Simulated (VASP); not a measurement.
K3C:

```
K C
1.0
     5.49131    0.00000    0.00000
    -2.74565    4.75561    0.00000
     0.00000    0.00000    4.17813
K C
3 1
Direct
  0.33333 0.66667 0.00000
  0.00000 0.00000 0.00000
  0.66667 0.33333 0.00000
  0.00000 0.00000 0.50000
```

* Program: VASP 6.6.1
* Task: relaxation of cell and atoms
* Functional: PBE
* Potentials or basis: VASP PAW PBE potentials, release 64 (K_sv, C)
* Cutoff: 600 eV
* k mesh: 6 × 6 × 4
* Occupations: gaussian, width 0.1 eV
* Spin: no spin polarisation

At the start: pressure 7.9 GPa; volume 27.28 Å³/atom.

**Question.** Where does the relaxation end?

**Answer.** Over 8 steps the energy falls by 369.2 meV/atom and the volume is 51.34 Å³/atom (+88.2 %); space group P6/mmm (No. 191, to 0.05 Å).

The path:
```tsv
step	energy change (eV)	largest force (eV/Å)	pressure (GPa)	volume (Å³)
1	0.0000	0.0000	7.89	109.11
2	-0.8050	0.0000	3.93	131.73
3	-1.3619	0.0000	0.90	172.37
4	-1.4378	0.0000	0.21	193.50
5	-1.4455	0.0000	-0.05	204.35
6	-1.4691	0.0000	-0.07	204.91
7	-1.4768	0.0000	-0.07	205.30
8	-1.4769	0.0000	-0.07	205.34
```

Final structure:
```
CELL_PARAMETERS angstrom
6.98073 0.00000 0.00000
-3.49036 6.04549 0.00000
0.00000 0.00000 4.86567
ATOMIC_POSITIONS crystal
K 0.33333 0.66667 0.00000
K 0.00000 0.00000 0.00000
K 0.66667 0.33333 0.00000
C 0.00000 0.00000 0.50000
```

Caveat: the k points lie up to 0.32 Å⁻¹ apart in the final cell; the volume moved by over 15 % at a fixed basis, so the end points are rough.
